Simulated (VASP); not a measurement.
Set up this calculation in VASP 6.6.1, as the native input.

* Task: single point
* Functional: PBE
* Potentials or basis: VASP PAW PBE potentials, release 64 (Ni, Si)
* Cutoff: 520 eV
* k mesh: 4 × 4 × 4
* Occupations: fermi-dirac, width 0.05 eV
* Spin: collinear spin, ferromagnetic start
* Starting moments: [1.0, 1.0, 1.0, 0.0] μB
* Dipole correction: no
* Further INCAR settings: ALGO = Normal; EDIFF = 1e-06; NBANDS = 29

The structure of SiNi3 lies in POSCAR:

```
SiNi3
1.0
    3.5420000000      0.0000000000      0.0000000000
    0.0000000000      3.5420000000      0.0000000000
    0.0000000000      0.0000000000      3.5420000000
Ni Si
3 1
Direct
    0.5000000000      0.5000000000      0.0000000000
    0.5000000000      0.0000000000      0.5000000000
    0.0000000000      0.5000000000      0.5000000000
    0.0000000000      0.0000000000      0.0000000000
```

These files were run (other wordings do the same):

INCAR

```
  ALGO = Normal
  EDIFF = 1E-6
  ENCUT = 520
  GGA = PE
  ISIF = 2
  ISMEAR = -1
  ISPIN = 2
  LASPH = T
  LCHARG = T
  LELF = T
  LMAXMIX = 4
  LORBIT = 11
  LREAL = F
  LVHAR = T
  LWAVE = F
  MAGMOM = 1 1 1 0
  NBANDS = 29
  NELM = 150
  PREC = Accurate
  SIGMA = 0.05
```

KPOINTS

```
k-points
0
Gamma
  4 4 4
```

Potentials or basis: VASP PAW PBE potentials, release 64 (Ni, Si).

Command:

```sh
$ cat potpaw_PBE.64/Ni/POTCAR potpaw_PBE.64/Si/POTCAR > POTCAR
$ mpirun -np 1 vasp_std > vasp.out
```

Results of the run:

```yaml
Pressure: -5.9 GPa
Band_gap_on_the_k_mesh: zero (filled and empty bands overlap)
Net_moment: 0.00 μB per cell
Valence_electrons_inside_the_program's_atomic_spheres: Ni 9.40; Si 1.53
```

Caveat: the k points lie up to 0.44 Å⁻¹ apart.

It took 30 s on 1 thread of Intel(R) Xeon(R) Platinum 8259CL CPU @ 2.50GHz (Skylake/Cascade Lake) (shared host), peak memory 0.17 GiB.
